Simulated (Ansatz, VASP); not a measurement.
# Si: VASP beside Ansatz

The input POSCAR:

```
Si
1.0
   -1.6513186540      1.6513186540      1.2807199545
    1.6513186540     -1.6513186540      1.2807199545
    1.6513186540      1.6513186540     -1.2807199545
Si
1
Direct
    0.0000000000      0.0000000000      0.0000000000
```

Contents of INCAR.step1:

```
ALGO = Normal ; EDIFF = 1E-4
ENCUT = 520 ; GGA = PE
ISMEAR = 0 ; LASPH = T
LCHARG = F ; LREAL = F
LWAVE = T ; NBANDS = 8
NELM = 100 ; PREC = Accurate
SIGMA = 0.15
```

The input INCAR.step2:

```
ALGO = Normal ; EDIFF = 1E-6
ENCUT = 520 ; ISIF = 2
ISMEAR = 0 ; ISTART = 1
LASPH = T ; LCHARG = T
LELF = T ; LMIXTAU = T
LREAL = F ; LVHAR = T
LWAVE = F ; METAGGA = R2SCAN
NBANDS = 8 ; NELM = 100
PREC = Accurate ; SIGMA = 0.15
```

Contents of KPOINTS:

```
k-points
0
Gamma
  22 22 22
```

Input for Ansatz:

```yaml
crystal:
  lattice:
    - [-1.651318654, 1.651318654, 1.2807199545]
    - [1.651318654, -1.651318654, 1.2807199545]
    - [1.651318654, 1.651318654, -1.2807199545]
  atoms:
    - { symbol: Si, position: [0.0, 0.0, 0.0] }
basis:
  ecutwfc: 500
kpoints:
  mp_grid: { grid: [22, 22, 22] }
hamiltonian:
  xc: r2scan
scf:
  occupations: { method: gaussian, width: 0.15 }
output:
  forces: true
  stress: true
  eigenvalues: true
```

Change from the starting cell: strain +0.015 along x and y, -0.030 along z, atoms carried along.

Alike in both runs: task single point; functional r2SCAN; k mesh 22 × 22 × 22; occupations gaussian, width 0.15 eV; no spin polarisation.

```csv
,VASP,Ansatz
version,VASP 6.6.1,Ansatz 0.2.0
potentials or method,"VASP PAW PBE potentials, release 64 (Si), cutoff 520 eV","scalar-relativistic, plane waves, PAW"
valence electrons in the cell,4,4
```

VASP gave:

| Quantity | Value |
| --- | --- |
| gap on the k mesh at the Fermi level (eV) | none |
| pressure (GPa) | 0.6 |
| traceless stress, the component that is largest in VASP (GPa) | 0.08 |

Question: Which values does Ansatz return?

Answer: gap on the k mesh at the Fermi level (eV): none; pressure (GPa): 0.5; traceless stress, the component that is largest in VASP (GPa): 0.14.

VASP's potentials were made for PBE, not for r2SCAN. A gap of «none» marks a metal or a gap that the smearing closes.
